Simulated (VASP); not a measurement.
## BN: single point with PBE

BN, a sheet with vacuum:

```
CELL_PARAMETERS angstrom
2.51206 -0.00423 0.00000
-1.25237 2.17762 0.00000
0.00000 0.00000 23.90160
ATOMIC_POSITIONS crystal
B 0.99404 0.99457 0.31379
N 0.66071 0.32791 0.31379
```

```yaml
Program: VASP 6.6.1
Task: single point
Functional: PBE
Potentials_or_basis: VASP PAW PBE potentials, release 64 (B, N)
Cutoff: 520 eV
k_mesh: 12 × 12 × 1
Occupations: fermi-dirac, width 0.05 eV
Spin: no spin polarisation
```

```yaml
Band_gap_on_the_k_mesh: 4.66 eV
```

Levels at points of the mesh, in eV from the valence-band top:
| k point | band 1 | band 2 | band 3 | band 4 | band 5 | band 6 | band 7 | band 8 | band 9 |
| --- | --- | --- | --- | --- | --- | --- | --- | --- | --- |
| (0.00, 0.00, 0.00) | -17.61 | -5.20 | -1.35 | -1.35 | 4.69 | 5.59 | 5.90 | 6.47 | 6.76 |
| (0.50, 0.00, 0.00) | -14.56 | -8.85 | -4.12 | -0.90 | 4.78 | 9.66 | 12.44 | 12.88 | 13.11 |
| (0.00, 0.50, 0.00) | -14.56 | -8.85 | -4.12 | -0.90 | 4.78 | 9.66 | 12.44 | 12.88 | 13.11 |

Wall time 2.6 min on 1 thread of Intel Xeon 8259CL (shared host), peak memory 0.27 GiB.
